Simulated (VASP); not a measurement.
Runs of VASP 6.6.1 on Ti. The structure is that of space group Im-3m (No. 229), or close to it. The cells are those of the table. 

```csv
task,cell,cutoff (eV),gap on the mesh (eV),pressure (GPa),relaxed volume (Å³/atom)
single point,"a = 2.762 Å, angles 70.5, 109.5, 70.5°, 1 atom",500,none,-2.5,-
single point,"a = 2.744 Å, angles 70.5, 109.5, 70.5°, 1 atom",500,none,-0.2,-
relaxation of cell and atoms,"relaxed from a = 2.841 Å, angles 70.5, 109.5, 70.5°, 1 atom",600,none,0.0,15.88
relaxation of cell and atoms,"relaxed from a = 2.744 Å, angles 70.5, 109.5, 70.5°, 1 atom",500,none,0.1,(a)
single point,"a = 2.744 Å, angles 70.5, 109.5, 70.5°, 1 atom",520,none,-0.2,-
single point,"a = 2.726 Å, angles 70.5, 109.5, 70.5°, 1 atom",500,none,2.2,-
```

Alike in all rows: level LDA; potentials or basis VASP PAW LDA potentials, release 64 (Ti_sv); no spin polarisation; k mesh 9 × 9 × 9; smearing fermi-dirac 0.1 eV.

Task: Fill in the values left out.

Result: (a) 15.86.

A gap of «none» marks levels without a gap at the run's occupations.
